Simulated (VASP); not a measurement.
ZrS2:

```
Zr S
1.0
     3.67440    0.00000    0.00000
    -1.83720    3.18212    0.00000
     0.00000    0.00000    5.85686
Zr S
1 2
Direct
  0.00000 0.00000 0.00000
  0.33333 0.66667 0.24623
  0.66667 0.33333 0.75377
```

Base run:

| Quantity | Value |
| --- | --- |
| Program | VASP 6.6.1 |
| Functional | PBE |
| Potentials or basis | VASP PAW PBE potentials, release 64 (Zr_sv, S) |
| Cutoff | 500 eV |
| k mesh | 6 × 6 × 4 |
| Occupations | gaussian, width 0.01 eV |
| Spin | no spin polarisation |

Its results: band gap on the k mesh 0.88 eV (least direct gap 1.50 eV); pressure 1.3 GPa; largest force 0.038 eV/Å.

The run is repeated on the same cell with these changes: k mesh from 6 × 6 × 4 to 5 × 5 × 5. What comes out?

Band gap on the k mesh 0.95 eV (least direct gap 1.49 eV); pressure 1.4 GPa; largest force 0.031 eV/Å.

Caveats: this functional lacks dispersion, which binds the layers, so the pressure and a relaxed spacing across them are unreliable; an odd mesh through Γ misses points on the zone boundary, where band edges can lie (at least some runs).
